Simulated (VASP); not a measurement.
Wanted: the native input for a VASP 6.6.1 run.

```yaml
Task: single point
Functional: r2SCAN
Potentials_or_basis: VASP PAW PBE potentials, release 64 (Cu)
Cutoff: 520 eV
k_mesh: 7 × 7 × 7
Occupations: fermi-dirac, width 0.1 eV
Spin: no spin polarisation
Dipole_correction: no
Further_INCAR_settings: ALGO = Normal; EDIFF = 1e-06; NBANDS = 12
```

The system is Cu.

```
Cu
1.0
     0.00000    1.78813    1.78813
     1.78813    0.00000    1.78813
     1.78813    1.78813    0.00000
Cu
1
Direct
  0.00000 0.00000 0.00000
```

These files were run (other wordings do the same):

POSCAR

```
Cu
1.0
    0.0000000000      1.7881324402      1.7881324402
    1.7881324402      0.0000000000      1.7881324402
    1.7881324402      1.7881324402      0.0000000000
Cu
1
Direct
    0.0000000000      0.0000000000      0.0000000000
```

INCAR.step1

```
PREC = Accurate
ENCUT = 520
ISMEAR = -1
SIGMA = 0.1
LREAL = False
LASPH = True
NELM = 100
NBANDS = 12
GGA = PE
ALGO = Normal
EDIFF = 1E-4
LWAVE = True
LCHARG = False
```

INCAR.step2

```
PREC = Accurate
ENCUT = 520
EDIFF = 1E-6
ISMEAR = -1
SIGMA = 0.1
LREAL = False
LASPH = True
NELM = 100
ALGO = Normal
ISIF = 2
LWAVE = False
LCHARG = False
METAGGA = R2SCAN
LMIXTAU = True
NBANDS = 12
ISTART = 1
```

KPOINTS

```
regular mesh
0
Gamma
  7 7 7
```

Potentials or basis: VASP PAW PBE potentials, release 64 (Cu).

The run is started by

```sh
$ cat potpaw_PBE.64/Cu/POTCAR > POTCAR
$ cp INCAR.step1 INCAR
$ mpirun -np 1 vasp_std > vasp.out
$ cp INCAR.step2 INCAR
$ mpirun -np 1 vasp_std > vasp.out
```

Results of the run:

```json
{
  "Pressure": "0.4 GPa"
}
```

Caveat: the k points lie up to 0.43 Å⁻¹ apart; the PAW data sets were made with another functional, which shifts forces and pressure a little.

It took 15 s on 1 thread of Intel(R) Xeon(R) Platinum 8488C (Sapphire Rapids), with other jobs on the host, peak memory 0.12 GiB.
